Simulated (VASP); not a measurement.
# Cl (Cmce) in VASP: notebook

The runs below take Cl through single point, relaxation of cell and atoms, with PBEsol.

Everything below comes from runs of VASP 6.6.1. Logs are shortened: lines on timing, memory, paths and dates and some standing lists are left out, and cuts for length are marked.

## (1) The cell of the first run

The structure is orthorhombic, space group Cmce (No. 64). Conventional cell: a = 6.910 Å, b = 3.875 Å, c = 8.007 Å, α = 90.00°, β = 90.00°, γ = 90.00°. Within 2.7 Å of Cl (site symmetry m) lie 1 Cl at 2.03 Å.

## (2) Single point, PBEsol

Contents of INCAR:

```
ALGO     = Normal         # electronic algorithm
EDIFF    = 1E-7           # SCF threshold, eV
ENCUT    = 520            # plane-wave cutoff, eV
GGA      = PS             # functional
ISIF     = 2              # what is computed and relaxed
ISMEAR   = 0              # smearing method
LASPH    = True           # aspherical terms in the spheres
LCHARG   = False          # write CHGCAR
LREAL    = False          # projectors in reciprocal space
LWAVE    = False          # write WAVECAR
NBANDS   = 22             # bands
NELM     = 60             # most SCF steps
PREC     = Accurate       # precision mode
SIGMA    = 0.02           # smearing width, eV
```

Contents of KPOINTS:

```
k-points
0
Gamma
  6 6 4
```

Contents of POSCAR:

```
Cl
1.0
    3.4550451295     -1.9374088584      0.0000000000
    3.4550451295      1.9374088584      0.0000000000
    0.0000000000      0.0000000000      8.0065733151
Cl
4
Direct
    0.8735028461      0.1264971539      0.1112998514
    0.6264971539      0.3735028461      0.6112998514
    0.1264971539      0.8735028461      0.8887001486
    0.3735028461      0.6264971539      0.3887001486
```

Potentials or basis: VASP PAW PBE potentials, release 64 (Cl).

On the command line:

```sh
> cat potpaw_PBE.64/Cl/POTCAR > POTCAR
> mpirun -np 1 vasp_std > vasp.out
```

OUTCAR:

```text
EDIFF = 1E-7
   ENCUT = 520
   GGA = PS
   ISIF = 2
   ISMEAR = 0
   LASPH = True
   LREAL = False
   NELM = 60
   PREC = Accurate

 ion  position               nearest neighbor table
   1  0.874  0.126  0.111-   3 2.03
   2  0.626  0.374  0.611-   4 2.03
   3  0.126  0.874  0.889-   1 2.03
   4  0.374  0.626  0.389-   2 2.03

  LATTYP: Found a base centered orthorhombic cell.
 ALAT       =     3.8748177168
 B/A-ratio  =     1.7833329886
 C/A-ratio  =     2.0663096693

  Lattice vectors:

 A1 = (  -3.4550451295,  -1.9374088584,   0.0000000000)
 A2 = (   3.4550451295,  -1.9374088584,   0.0000000000)
 A3 = (   0.0000000000,   0.0000000000,   8.0065733151)

Analysis of symmetry for initial positions (statically):
=====================================================================
 Subroutine PRICEL returns:
 Original cell was already a primitive cell.

 Routine SETGRP: Setting up the symmetry group for a
 base centered orthorhombic supercell.

 Subroutine GETGRP returns: Found  8 space group operations
 (whereof  4 operations were pure point group operations)
 out of a pool of  8 trial point group operations.

The static configuration has the point symmetry C_2h.
 The point group associated with its full space group is D_2h.

Analysis of symmetry for dynamics (positions and initial velocities):
=====================================================================
 Subroutine PRICEL returns:
 Original cell was already a primitive cell.

 Routine SETGRP: Setting up the symmetry group for a
 base centered orthorhombic supercell.

 Subroutine GETGRP returns: Found  8 space group operations
 (whereof  4 operations were pure point group operations)
 out of a pool of  8 trial point group operations.

The dynamic configuration has the point symmetry C_2h.
 The point group associated with its full space group is D_2h.

 Subroutine INISYM returns: Found  8 space group operations
 (whereof  4 operations are pure point group operations),
 and found     1 'primitive' translations

----------------------------------------------------------------------------------------

                                     Primitive cell

  volume of cell :     107.1894

  direct lattice vectors                    reciprocal lattice vectors
     3.455045130 -1.937408858  0.000000000     0.144715910 -0.258076656  0.000000000
     3.455045130  1.937408858  0.000000000     0.144715910  0.258076656  0.000000000
     0.000000000  0.000000000  8.006573315     0.000000000  0.000000000  0.124897376

  length of vectors
     3.961172797  3.961172797  8.006573315     0.295882164  0.295882164  0.124897376

  position of ions in fractional coordinates (direct lattice)
     0.873502846  0.126497154  0.111299851
     0.626497154  0.373502846  0.611299851
     0.126497154  0.873502846  0.888700149
     0.373502846  0.626497154  0.388700149

  ion indices of the primitive-cell ions
   primitive index   ion index
                 1           1
                 2           2
                 3           3
                 4           4

----------------------------------------------------------------------------------------

 KPOINTS: k-points

Automatic generation of k-mesh.
 Grid dimensions read from file:
 generate k-points for:    6    6    4

 Generating k-lattice:

  Cartesian coordinates                     Fractional coordinates (reciprocal lattice)
     0.024119318 -0.043012776  0.000000000     0.166666667  0.000000000  0.000000000
     0.024119318  0.043012776  0.000000000     0.000000000  0.166666667  0.000000000
     0.000000000  0.000000000  0.031224344     0.000000000  0.000000000  0.250000000

  Length of vectors
     0.049313694  0.049313694  0.031224344

  Shift w.r.t. Gamma in fractional coordinates (k-lattice)
     0.000000000  0.000000000  0.000000000

 Subroutine IBZKPT returns following result:
 ===========================================

 Found     39 irreducible k-points:

 Following reciprocal coordinates:
            Coordinates               Weight
  0.000000  0.000000  0.000000      1.000000
  0.166667  0.000000  0.000000      4.000000
  0.333333  0.000000  0.000000      4.000000
  0.500000  0.000000  0.000000      2.000000
  0.166667  0.166667  0.000000      2.000000
  0.333333  0.166667  0.000000      4.000000
[... 16 lines left out ...]
  0.333333  0.333333  0.250000      4.000000
  0.500000  0.333333  0.250000      8.000000
 [... further k-points ...]
   k-points           NKPTS =     39   k-points in BZ     NKDIM =     39   number of bands    NBANDS=     22
   number of dos      NEDOS =    301   number of ions     NIONS =      4
   total plane-waves  NPLWV =  54000
   dimension x,y,z NGX =    30 NGY =   30 NGZ =   60
   dimension x,y,z NGXF=    60 NGYF=   60 NGZF=  120
   ions per type =               4
   NGX,Y,Z   is equivalent  to a cutoff of  12.59, 12.59, 12.46 a.u.
   NGXF,Y,Z  is equivalent  to a cutoff of  25.18, 25.18, 24.92 a.u.
 SYSTEM =  unknown system
   PREC   = accura    normal or accurate (medium, high low for compatibility)
   ISTART =      0    job   : 0-new  1-cont  2-samecut
   ICHARG =      2    charge: 1-file 2-atom 10-const
   ISPIN  =      1    spin polarized calculation?
   LNONCOLLINEAR =      F non collinear calculations
   LSORBIT =      F    spin-orbit coupling
   LASPH  =      T    aspherical Exc in radial PAW
   ENCUT  =  520.0 eV  38.22 Ry    6.18 a.u.   7.37  7.37 14.89*2*pi/ulx,y,z
   NELM   =     60;   NELMIN=  2; NELMDL= -5     # of ELM steps
   EDIFF  = 0.1E-06   stopping-criterion for ELM
   LREAL  =      F    real-space projection
   EDIFFG = 0.1E-05   stopping-criterion for IOM
   NSW    =      0    number of steps for IOM
   IBRION =     -1    ionic relax: 0-MD 1-quasi-New 2-CG
   NFREE  =      0    steps in history (QN), initial steepest desc. (CG)
   ISIF   =      2    stress and relaxation
   ISYM   =      2    0-nonsym 1-usesym 2-fastsym
   POTIM  = 0.5000    time-step for ionic-motion
   TEBEG  =    0.0;   TEEND  =   0.0 temperature during run
   PSTRESS=    0.0 pullay stress
   NELECT =      28.0000    total number of electrons
   NUPDOWN=      -1.0000    fix difference up-down
   EMIN   =  10.00;   EMAX   =-10.00  energy-range for DOS
   EFERMI =   0.00;   METHOD = LEGACY
   ISMEAR =     0;   SIGMA  =   0.02  broadening in eV -4-tet -1-fermi 0-gaus
   EFERMI_NEDOS =   21; number of points for ismear=-14 and -15
   IALGO  =     38    algorithm
   IMIX   =      4    mixing-type and parameters
     AMIX     =   0.40;   BMIX     =  1.00
     AMIX_MAG =   1.60;   BMIX_MAG =  1.00
  volume/ion in A,a.u.               =      26.80       180.84
  Fermi-wavevector in a.u.,A,eV,Ry     =   1.046511  1.977618 14.900888  1.095184
  Thomas-Fermi vector in A             =   2.181352
   LORBIT       =      0    0 simple, 1 ext, 2 COOP (PROOUT), +10 PAW based schemes
   GGA     = PS    functional components
   LHFCALC =     F    Hartree Fock is set to
   AEXX    =    0.0000 exact exchange contribution
   IVDW    =     0    specifies the selected vdW correction
   LEPSILON=     F    determine dielectric tensor
   LRPA    =     F    only Hartree local field effects (RPA)
 non-spin polarized calculation
 Gauss-broadening in eV      SIGMA  =   0.02
  energy-cutoff  :      520.00
  volume of cell :      107.19
 maximum number of plane-waves:      2923
 NGX is ok and might be reduce to    30
   NGX = 15   NGY = 15   NGZ = 29

 number of electron      27.9999995 magnetization

 Free energy of the ion-electron system (eV)
  ---------------------------------------------------
  ext. energy  EPLUGINS =         0.00000000
  ---------------------------------------------------
  free energy    TOTEN  =        -8.05844250 eV

  energy without entropy =       -8.05844250  energy(sigma->0) =       -8.05844250

 E-fermi :   0.2333     XC(G=0):  -8.2657

 val. band max:        0.1410884441   @ k =   0.0000   0.0000   0.0000
 cond. band min:       2.1968239773   @ k =   0.0000   0.0000   0.0000
 fundamental gap:      2.0557355332
 Fermi energy:         0.2332931941

 k-point     1 :       0.0000    0.0000    0.0000
  band No.  band energies     occupation
      1     -16.7573      2.00000
      2     -16.2916      2.00000
      3     -13.1558      2.00000
      4     -11.9139      2.00000
      5      -5.8546      2.00000
      6      -4.1446      2.00000
[... 14 lines left out ...]
     21      11.0508      0.00000
     22      11.1420      0.00000

 k-point     2 :       0.1667    0.0000    0.0000
  band No.  band energies     occupation
      1     -16.6769      2.00000
      2     -16.2665      2.00000
      3     -13.0753      2.00000
      4     -12.0087      2.00000
      5      -5.8380      2.00000
      6      -4.3660      2.00000
[... 14 lines left out ...]
     21      10.1378      0.00000
     22      10.8942      0.00000

 k-point     3 :       0.3333    0.0000    0.0000
  band No.  band energies     occupation
      1     -16.4846      2.00000
      2     -16.2387      2.00000
      3     -12.8617      2.00000
      4     -12.2584      2.00000
      5      -5.7814      2.00000
      6      -4.9817      2.00000
[... 14 lines left out ...]
     21      10.6779      0.00000
     22      10.9921      0.00000

 k-point     4 :       0.5000    0.0000    0.0000
  band No.  band energies     occupation
      1     -16.3043      2.00000
      2     -16.3043      2.00000
      3     -12.5710      2.00000
      4     -12.5710      2.00000
      5      -5.5416      2.00000
      6      -5.5416      2.00000
[... 14 lines left out ...]
     21      11.5975      0.00000
     22      11.5975      0.00000

 k-point     5 :       0.1667    0.1667    0.0000
  band No.  band energies     occupation
      1     -16.7181      2.00000
      2     -16.2628      2.00000
      3     -13.1151      2.00000
      4     -11.9058      2.00000
      5      -5.8189      2.00000
      6      -4.1677      2.00000
[... 417 lines left out ...]
 k-point    22 :      -0.1667    0.1667    0.2500
  band No.  band energies     occupation
      1     -16.4750      2.00000
      2     -16.2923      2.00000
      3     -12.7981      2.00000
      4     -12.3472      2.00000
      5      -5.6507      2.00000
      6      -4.9796      2.00000
[... 14 lines left out ...]
     21      10.4099      0.00000
     22      10.5199      0.00000

 k-point    23 :       0.3333    0.3333    0.2500
  band No.  band energies     occupation
      1     -16.5841      2.00000
      2     -16.2801      2.00000
      3     -12.8654      2.00000
      4     -12.0639      2.00000
      5      -5.5336      2.00000
      6      -4.4907      2.00000
[... 14 lines left out ...]
     21      10.0009      0.00000
     22      10.4534      0.00000

 k-point    24 :       0.5000    0.3333    0.2500
  band No.  band energies     occupation
      1     -16.5038      2.00000
      2     -16.2438      2.00000
      3     -12.8038      2.00000
      4     -12.1386      2.00000
      5      -5.5356      2.00000
      6      -4.6699      2.00000
[... 14 lines left out ...]
     21      10.3650      0.00000
     22      10.4791      0.00000

 [... further k-points ...]
[... 5 lines left out ...]
  --------------------------------------------------------------------------------------
  -------------------------------------------------------------------------------------
  Total       -0.0258151     -0.1114933     -0.4119065      0.0000000      0.0000000      0.0000000
  in kB       -0.3858628     -1.6665096     -6.1568350      0.0000000      0.0000000      0.0000000
  external PRESSURE =      -2.7364025 kB  Pullay stress =       0.0000000 kB

 VOLUME and BASIS-vectors are now :
 -----------------------------------------------------------------------------
  energy-cutoff  :      520.00
  volume of cell :      107.19
      direct lattice vectors                 reciprocal lattice vectors
     3.455045130 -1.937408858  0.000000000     0.144715910 -0.258076656  0.000000000
     3.455045130  1.937408858  0.000000000     0.144715910  0.258076656  0.000000000
     0.000000000  0.000000000  8.006573315     0.000000000  0.000000000  0.124897376

 POSITION                                       TOTAL-FORCE (eV/Angst)
 -----------------------------------------------------------------------------------
      3.45505     -1.44726      0.89113         0.000000     -0.067558     -0.135323
      3.45505     -0.49015      4.89442         0.000000      0.067558     -0.135323
      3.45505      1.44726      7.11544         0.000000      0.067558      0.135323
      3.45505      0.49015      3.11216         0.000000     -0.067558      0.135323
 -----------------------------------------------------------------------------------
    total drift:                                0.000000     -0.000000     -0.000000

  FREE ENERGIE OF THE ION-ELECTRON SYSTEM (eV)
  ---------------------------------------------------
  free  energy   TOTEN  =        -8.0584425043 eV

  energy  without entropy=       -8.0584425043  energy(sigma->0) =       -8.05844250
```

Run time: 82 s. Hardware: 1 thread of Intel Xeon Platinum 8259CL at 2.50GHz (Skylake/Cascade Lake), shared host; peak memory 0.24 GiB.

Results:

```yaml
Free_energy: -8.0584 eV
Pressure: -0.3 GPa
Largest_force: 0.151 eV/Å
Band_gap_on_the_k_mesh: 2.06 eV
```

Forces in eV/Å, atoms in the order of the input:
```
Cl   0.000 -0.068 -0.135
Cl   0.000  0.068 -0.135
Cl   0.000  0.068  0.135
Cl   0.000 -0.068  0.135
```

Levels at points of the mesh, in eV from the valence-band top:
```tsv
k point	band 11	band 12	band 13	band 14	band 15	band 16	band 17	band 18
(0.00, 0.00, 0.00)	-1.20	-0.48	-0.47	0.00	2.06	3.06	6.37	6.88
(0.50, 0.00, 0.00)	-1.12	-1.12	-0.56	-0.56	2.96	2.96	7.63	7.63
(0.50, 0.50, 0.00)	-1.66	-1.32	-0.51	-0.21	2.10	2.94	8.05	8.19
(0.00, 0.00, 0.50)	-1.02	-1.02	-0.22	-0.22	2.47	2.47	6.86	6.86
(0.50, 0.00, 0.50)	-0.72	-0.72	-0.19	-0.19	2.49	2.49	7.95	7.95
(0.50, 0.50, 0.50)	-1.09	-1.09	-0.87	-0.87	2.46	2.46	8.88	8.88
```

Caveat: this functional lacks dispersion, which holds the molecules together, so the pressure and a relaxed volume are unreliable; the PAW data sets were made with another functional, which shifts forces and pressure a little.

(Part 1 of 2 ends here.)
